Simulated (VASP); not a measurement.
# InSe (C2/m) in VASP: a series of runs

The runs below take InSe through single point, with LDA, r2SCAN.

Everything below comes from runs of VASP 6.6.1. Logs are shortened: lines on timing, memory, paths and dates and some standing lists are left out, and cuts for length are marked.

### 1 The cell of the first run

Symmetry: C2/m, No. 12, monoclinic system. The conventional cell has a = 11.495 Å, b = 4.054 Å, c = 5.004 Å, α = 90.00°, β = 109.86°, γ = 90.00°. In (site symmetry m) has 3 Se at 2.64 to 2.65 Å and 1 In at 2.76 Å within 3.5 Å. Within 4.2 Å of Se (site symmetry m) lie 7 In at 2.64 to 4.12 Å and 7 Se at 3.51 to 4.05 Å.

### 2 Single point, LDA

Input file INCAR:

```
SYSTEM = InSe
PREC     = Accurate       ! precision mode
ENCUT    = 520            ! plane-wave cutoff, eV
EDIFF    = 1E-6           ! SCF threshold, eV
ISMEAR   = -1             ! smearing method
SIGMA    = 0.05           ! smearing width, eV
LREAL    = .FALSE.        ! projectors in reciprocal space
LASPH    = .TRUE.         ! aspherical terms in the spheres
NELM     = 60             ! most SCF steps
ALGO     = Normal         ! electronic algorithm
ISIF     = 2              ! what is computed and relaxed
LWAVE    = .FALSE.        ! write WAVECAR
LCHARG   = .TRUE.         ! write CHGCAR
LELF     = .TRUE.         ! ELF
LVHAR    = .TRUE.       
NBANDS   = 27             ! bands
```

Input file KPOINTS:

```
Automatic mesh
0
G
  7 7 6
  0 0 0
```

Input file POSCAR:

```
InSe
1.0
    5.7476481863     -2.0268800245      0.0000000000
    5.7476481863      2.0268800245      0.0000000000
   -1.6999432264      0.0000000000      4.7068622790
In Se
2 2
Direct
    0.8882032500      0.8882032500      0.0468413600
    0.1117967500      0.1117967500      0.9531586400
    0.6609275900      0.6609275900      0.6689556200
    0.3390724100      0.3390724100      0.3310443800
```

Potentials or basis: VASP PAW LDA potentials, release 64 (In_d, Se).

Command:

```
> cat potpaw_LDA.64/In_d/POTCAR potpaw_LDA.64/Se/POTCAR > POTCAR
> mpirun -np 1 vasp_std > vasp.out
```

OUTCAR:

```text
SYSTEM = InSe
   PREC = Accurate
   ENCUT = 520
   EDIFF = 1E-6
   ISMEAR = -1
   LREAL = .FALSE.
   LASPH = .TRUE.
   NELM = 60
   ISIF = 2

 ion  position               nearest neighbor table
   1  0.888  0.888  0.047-   4 2.64   4 2.64   3 2.65   2 2.76   2 3.66   2 3.66
   2  0.112  0.112  0.953-   3 2.64   3 2.64   4 2.65   1 2.76   1 3.66   1 3.66
   3  0.661  0.661  0.669-   2 2.64   2 2.64   1 2.65
   4  0.339  0.339  0.331-   1 2.64   1 2.64   2 2.65

  LATTYP: Found a base centered monoclinic cell.
 ALAT       =    11.4952963726
 B/A-ratio  =     0.3526451096
 C/A-ratio  =     0.4353462338
 COS(beta)  =    -0.3396874117

  Lattice vectors:

 A1 = (   5.7476481863,  -2.0268800245,   0.0000000000)
 A2 = (   5.7476481863,   2.0268800245,   0.0000000000)
 A3 = (  -1.6999432264,   0.0000000000,   4.7068622790)

Analysis of symmetry for initial positions (statically):
=====================================================================
 Subroutine PRICEL returns:
 Original cell was already a primitive cell.

 Routine SETGRP: Setting up the symmetry group for a
 base centered monoclinic supercell.

 Subroutine GETGRP returns: Found  4 space group operations
 (whereof  4 operations were pure point group operations)
 out of a pool of  4 trial point group operations.

The static configuration has the point symmetry C_2h.

Analysis of symmetry for dynamics (positions and initial velocities):
=====================================================================
 Subroutine PRICEL returns:
 Original cell was already a primitive cell.

 Routine SETGRP: Setting up the symmetry group for a
 base centered monoclinic supercell.

 Subroutine GETGRP returns: Found  4 space group operations
 (whereof  4 operations were pure point group operations)
 out of a pool of  4 trial point group operations.

The dynamic configuration has the point symmetry C_2h.

 Subroutine INISYM returns: Found  4 space group operations
 (whereof  4 operations are pure point group operations),
 and found     1 'primitive' translations

----------------------------------------------------------------------------------------

                                     Primitive cell

  volume of cell :     109.6679

  direct lattice vectors                    reciprocal lattice vectors
     5.747648186 -2.026880025  0.000000000     0.086992102 -0.246684557  0.031418305
     5.747648186  2.026880025  0.000000000     0.086992102  0.246684557  0.031418305
    -1.699943226  0.000000000  4.706862279     0.000000000  0.000000000  0.212455759

  length of vectors
     6.094563340  6.094563340  5.004433983     0.263453993  0.263453993  0.212455759

  position of ions in fractional coordinates (direct lattice)
     0.888203250  0.888203250  0.046841360
     0.111796750  0.111796750  0.953158640
     0.660927590  0.660927590  0.668955620
     0.339072410  0.339072410  0.331044380

  ion indices of the primitive-cell ions
   primitive index   ion index
                 1           1
                 2           2
                 3           3
                 4           4

----------------------------------------------------------------------------------------

 KPOINTS: Automatic mesh

Automatic generation of k-mesh.
 Grid dimensions read from file:
 generate k-points for:    7    7    6

 Generating k-lattice:

  Cartesian coordinates                     Fractional coordinates (reciprocal lattice)
     0.012427443 -0.035240651  0.004488329     0.142857143  0.000000000  0.000000000
     0.012427443  0.035240651  0.004488329     0.000000000  0.142857143  0.000000000
     0.000000000  0.000000000  0.035409293     0.000000000  0.000000000  0.166666667

  Length of vectors
     0.037636285  0.037636285  0.035409293

  Shift w.r.t. Gamma in fractional coordinates (k-lattice)
     0.000000000  0.000000000  0.000000000

 Subroutine IBZKPT returns following result:
 ===========================================

 Found     88 irreducible k-points:

 Following reciprocal coordinates:
            Coordinates               Weight
  0.000000  0.000000  0.000000      1.000000
  0.142857  0.000000  0.000000      4.000000
  0.285714  0.000000  0.000000      4.000000
  0.428571  0.000000  0.000000      4.000000
  0.142857  0.142857  0.000000      2.000000
  0.285714  0.142857  0.000000      4.000000
[... 16 lines left out ...]
 -0.142857  0.000000  0.166667      4.000000
  0.142857  0.142857  0.166667      2.000000
 [... further k-points ...]
   k-points           NKPTS =     88   k-points in BZ     NKDIM =     88   number of bands    NBANDS=     27
   number of dos      NEDOS =    301   number of ions     NIONS =      4
   total plane-waves  NPLWV =  92160
   dimension x,y,z NGX =    48 NGY =   48 NGZ =   40
   dimension x,y,z NGXF=    96 NGYF=   96 NGZF=   80
   ions per type =               2   2
   NGX,Y,Z   is equivalent  to a cutoff of  13.09, 13.09, 13.29 a.u.
   NGXF,Y,Z  is equivalent  to a cutoff of  26.19, 26.19, 26.58 a.u.
 SYSTEM =  InSe
   PREC   = accura    normal or accurate (medium, high low for compatibility)
   ISTART =      0    job   : 0-new  1-cont  2-samecut
   ICHARG =      2    charge: 1-file 2-atom 10-const
   ISPIN  =      1    spin polarized calculation?
   LNONCOLLINEAR =      F non collinear calculations
   LSORBIT =      F    spin-orbit coupling
   LASPH  =      T    aspherical Exc in radial PAW
   ENCUT  =  520.0 eV  38.22 Ry    6.18 a.u.  11.33 11.33  9.30*2*pi/ulx,y,z
   NELM   =     60;   NELMIN=  2; NELMDL= -5     # of ELM steps
   EDIFF  = 0.1E-05   stopping-criterion for ELM
   LREAL  =      F    real-space projection
   EDIFFG = 0.1E-04   stopping-criterion for IOM
   NSW    =      0    number of steps for IOM
   IBRION =     -1    ionic relax: 0-MD 1-quasi-New 2-CG
   NFREE  =      0    steps in history (QN), initial steepest desc. (CG)
   ISIF   =      2    stress and relaxation
   ISYM   =      2    0-nonsym 1-usesym 2-fastsym
   POTIM  = 0.5000    time-step for ionic-motion
   TEBEG  =    0.0;   TEEND  =   0.0 temperature during run
   PSTRESS=    0.0 pullay stress
   NELECT =      38.0000    total number of electrons
   NUPDOWN=      -1.0000    fix difference up-down
   EMIN   =  10.00;   EMAX   =-10.00  energy-range for DOS
   EFERMI =   0.00;   METHOD = LEGACY
   ISMEAR =    -1;   SIGMA  =   0.05  broadening in eV -4-tet -1-fermi 0-gaus
   EFERMI_NEDOS =   21; number of points for ismear=-14 and -15
   IALGO  =     38    algorithm
   IMIX   =      4    mixing-type and parameters
     AMIX     =   0.40;   BMIX     =  1.00
     AMIX_MAG =   1.60;   BMIX_MAG =  1.00
  volume/ion in A,a.u.               =      27.42       185.02
  Fermi-wavevector in a.u.,A,eV,Ry     =   1.149854  2.172909 17.989144  1.322165
  Thomas-Fermi vector in A             =   2.286522
   LORBIT       =      0    0 simple, 1 ext, 2 COOP (PROOUT), +10 PAW based schemes
   GGA     = CA    functional components
   LHFCALC =     F    Hartree Fock is set to
   AEXX    =    0.0000 exact exchange contribution
   IVDW    =     0    specifies the selected vdW correction
   LEPSILON=     F    determine dielectric tensor
   LRPA    =     F    only Hartree local field effects (RPA)
 non-spin polarized calculation
  energy-cutoff  :      520.00
  volume of cell :      109.67
 maximum number of plane-waves:      2980
 NGX is ok and might be reduce to    48
   NGX = 23   NGY = 23   NGZ = 19

 number of electron      37.9999999 magnetization

 Free energy of the ion-electron system (eV)
  ---------------------------------------------------
  ext. energy  EPLUGINS =         0.00000000
  ---------------------------------------------------
  free energy    TOTEN  =       -16.57909716 eV

  energy without entropy =      -16.57909676  energy(sigma->0) =      -16.57909696

 E-fermi :   4.7432     XC(G=0):  -9.5947

 val. band max:        4.1746136790   @ k =  -0.4286  -0.4286   0.1667
 cond. band min:       5.2518176712   @ k =   0.0000   0.0000   0.5000
 fundamental gap:      1.0772039922
 Fermi energy:         4.7432457942

 k-point     1 :       0.0000    0.0000    0.0000
  band No.  band energies     occupation
      1     -10.3817      2.00000
      2     -10.2340      2.00000
      3     -10.0248      2.00000
      4      -9.9902      2.00000
      5      -9.9428      2.00000
      6      -9.9388      2.00000
[... 19 lines left out ...]
     26      10.9683      0.00000
     27      12.4616      0.00000

 k-point     2 :       0.1429    0.0000    0.0000
  band No.  band energies     occupation
      1     -10.3768      2.00000
      2     -10.2313      2.00000
      3     -10.1166      2.00000
      4      -9.9703      2.00000
      5      -9.9633      2.00000
      6      -9.9235      2.00000
[... 19 lines left out ...]
     26      10.8786      0.00000
     27      12.8379      0.00000

 k-point     3 :       0.2857    0.0000    0.0000
  band No.  band energies     occupation
      1     -10.3737      2.00000
      2     -10.2474      2.00000
      3     -10.2021      2.00000
      4     -10.0060      2.00000
      5      -9.9451      2.00000
      6      -9.9287      2.00000
[... 19 lines left out ...]
     26      11.5932      0.00000
     27      11.8941      0.00000

 k-point     4 :       0.4286    0.0000    0.0000
  band No.  band energies     occupation
      1     -10.3902      2.00000
      2     -10.2820      2.00000
      3     -10.1978      2.00000
      4     -10.0396      2.00000
      5      -9.9490      2.00000
      6      -9.9337      2.00000
[... 19 lines left out ...]
     26      11.0679      0.00000
     27      12.6678      0.00000
[... 516 lines left out ...]
      4     -10.0092      2.00000
      5      -9.9439      2.00000
      6      -9.9250      2.00000
[... 19 lines left out ...]
     26      11.4491      0.00000
     27      11.7242      0.00000

 k-point    23 :      -0.1429    0.0000    0.1667
  band No.  band energies     occupation
      1     -10.3822      2.00000
      2     -10.2309      2.00000
      3     -10.1170      2.00000
      4      -9.9700      2.00000
      5      -9.9658      2.00000
      6      -9.9240      2.00000
[... 19 lines left out ...]
     26      10.5217      0.00000
     27      12.5107      0.00000

 k-point    24 :       0.1429    0.1429    0.1667
  band No.  band energies     occupation
      1     -10.3819      2.00000
      2     -10.2312      2.00000
      3     -10.0410      2.00000
      4      -9.9858      2.00000
      5      -9.9510      2.00000
      6      -9.9467      2.00000
[... 19 lines left out ...]
     26      10.8925      0.00000
     27      12.1183      0.00000

 [... further k-points ...]
[... 5 lines left out ...]
  --------------------------------------------------------------------------------------
  -------------------------------------------------------------------------------------
  Total       -0.6210255     -0.2879958     -0.3664203      0.0000000      0.0000000      0.0798915
  in kB       -9.0727787     -4.2074313     -5.3531618      0.0000000      0.0000000      1.1671633
  external PRESSURE =      -6.2111239 kB  Pullay stress =       0.0000000 kB

 VOLUME and BASIS-vectors are now :
 -----------------------------------------------------------------------------
  energy-cutoff  :      520.00
  volume of cell :      109.67
      direct lattice vectors                 reciprocal lattice vectors
     5.747648186 -2.026880025  0.000000000     0.086992102 -0.246684557  0.031418305
     5.747648186  2.026880025  0.000000000     0.086992102  0.246684557  0.031418305
    -1.699943226  0.000000000  4.706862279     0.000000000  0.000000000  0.212455759

 POSITION                                       TOTAL-FORCE (eV/Angst)
 -----------------------------------------------------------------------------------
     10.13053      0.00000      0.22048         0.124195      0.000000     -0.032690
     -0.33518      0.00000      4.48639        -0.124195      0.000000      0.032690
      6.46037      0.00000      3.14868         0.021431      0.000000     -0.252758
      3.33498      0.00000      1.55818        -0.021431      0.000000      0.252758
 -----------------------------------------------------------------------------------
    total drift:                               -0.000000     -0.000000      0.000000

  FREE ENERGIE OF THE ION-ELECTRON SYSTEM (eV)
  ---------------------------------------------------
  free  energy   TOTEN  =       -16.5790971581 eV

  energy  without entropy=      -16.5790967648  energy(sigma->0) =      -16.57909696
```

Run time: 3.9 min. Hardware: 1 thread of Intel Xeon Platinum 8488C (Sapphire Rapids), shared host; peak memory 0.39 GiB.

Results:

```
Free energy            : -16.5791 eV
Pressure               : -0.6 GPa
Largest force          : 0.254 eV/Å
Band gap on the k mesh : 1.08 eV (least direct gap 1.21 eV)
```

Forces in eV/Å, atoms in the order of the input:
```
In   0.124  0.000 -0.033
In  -0.124  0.000  0.033
Se   0.021  0.000 -0.253
Se  -0.021  0.000  0.253
```

Stress tensor (GPa, compression positive):
```
-0.91  0.00  0.12
 0.00 -0.42  0.00
 0.12  0.00 -0.54
```

Levels at points of the mesh, in eV from the valence-band top:
| k point | band 17 | band 18 | band 19 | band 20 | band 21 | band 22 |
| --- | --- | --- | --- | --- | --- | --- |
| (0.00, 0.00, 0.00) | -2.06 | -1.43 | -1.17 | 2.73 | 2.97 | 3.59 |
| (0.00, 0.00, 0.50) | -1.53 | -1.09 | -0.39 | 1.08 | 2.05 | 3.58 |

Caveat: spin-orbit coupling is left out, which moves the levels of the heavy elements.

### 3 Single point, LDA

This run uses another cell than the first one, of 27.99 Å³/atom.

Input file INCAR:

```
ALGO     = Normal         # electronic algorithm
EDIFF    = 1E-6           # SCF threshold, eV
ENCUT    = 520            # plane-wave cutoff, eV
GGA      = CA             # functional
ISIF     = 2              # what is computed and relaxed
ISMEAR   = -1             # smearing method
LASPH    = T              # aspherical terms in the spheres
LCHARG   = F              # write CHGCAR
LREAL    = F              # projectors in reciprocal space
LWAVE    = F              # write WAVECAR
NBANDS   = 27             # bands
NELM     = 60             # most SCF steps
PREC     = Accurate       # precision mode
SIGMA    = 0.05           # smearing width, eV
```

Input file KPOINTS:

```
k-points
0
Gamma
  7 7 6
```

Input file POSCAR:

```
InSe
1.0
    5.7872883920     -2.0408589492      0.0000000000
    5.7872883920      2.0408589492      0.0000000000
   -1.7116673433      0.0000000000      4.7393244240
In Se
2 2
Direct
    0.8882032500      0.8882032500      0.0468413600
    0.1117967500      0.1117967500      0.9531586400
    0.6609275900      0.6609275900      0.6689556200
    0.3390724100      0.3390724100      0.3310443800
```

Potentials or basis: VASP PAW LDA potentials, release 64 (In_d, Se).

Command:

```
> cat potpaw_LDA.64/In_d/POTCAR potpaw_LDA.64/Se/POTCAR > POTCAR
> mpirun -np 1 vasp_std > vasp.out
```

Wall time 3.8 min (1 thread of Intel Xeon Platinum 8488C (Sapphire Rapids), shared host); peak memory 0.38 GiB.

Results (log left out):

* Free energy: -16.5626 eV
* Pressure: -1.7 GPa
* Largest force: 0.086 eV/Å
* Band gap on the k mesh: 1.04 eV (least direct gap 1.14 eV)

Forces on the atoms (eV/Å):
```
In   0.029  0.000 -0.012
In  -0.029  0.000  0.012
Se   0.012  0.000 -0.086
Se  -0.012  0.000  0.086
```

Stress tensor (GPa, compression positive):
```
-2.13  0.00  0.08
 0.00 -1.55  0.00
 0.08  0.00 -1.44
```

Levels at points of the mesh, in eV from the valence-band top:
| k point | band 17 | band 18 | band 19 | band 20 | band 21 | band 22 |
| --- | --- | --- | --- | --- | --- | --- |
| (0.00, 0.00, 0.00) | -2.00 | -1.38 | -1.15 | 2.68 | 2.94 | 3.57 |
| (0.00, 0.00, 0.50) | -1.48 | -1.06 | -0.38 | 1.04 | 2.03 | 3.53 |

Caveat: spin-orbit coupling is left out, which moves the levels of the heavy elements.

(Continued in part 2 of 3.)
